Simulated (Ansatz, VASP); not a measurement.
Two plane-wave programs on Ru

```
Ru
1.0
     2.70439    0.00000    0.00000
    -1.35219    2.34207    0.00000
     0.00000    0.00000    4.26610
Ru
2
Direct
  0.33333 0.66667 0.25000
  0.66667 0.33333 0.75000
```

Alike in both runs: functional r2SCAN; k mesh 18 × 18 × 10; occupations fermi-dirac, width 0.15 eV; no spin polarisation.

Ansatz relaxed the structure, and its values are those at the end. VASP's run is a single point on that final structure, the one shown.

|  | VASP | Ansatz |
| --- | --- | --- |
| version | VASP 6.6.1 | Ansatz 0.2.0 |
| potentials or method | VASP PAW PBE potentials, release 64 (Ru_sv), cutoff 620 eV | scalar-relativistic, plane waves, PAW |
| valence electrons in the cell | 32 | 32 |

```tsv
	VASP	Ansatz	Ansatz less VASP
gap on the k mesh at the Fermi level (eV)	none	none	-
pressure (GPa)	0.1	0.0	-0.12
```

VASP's potentials were made for PBE, not for r2SCAN. A gap of «none» marks a metal or a gap that the smearing closes.
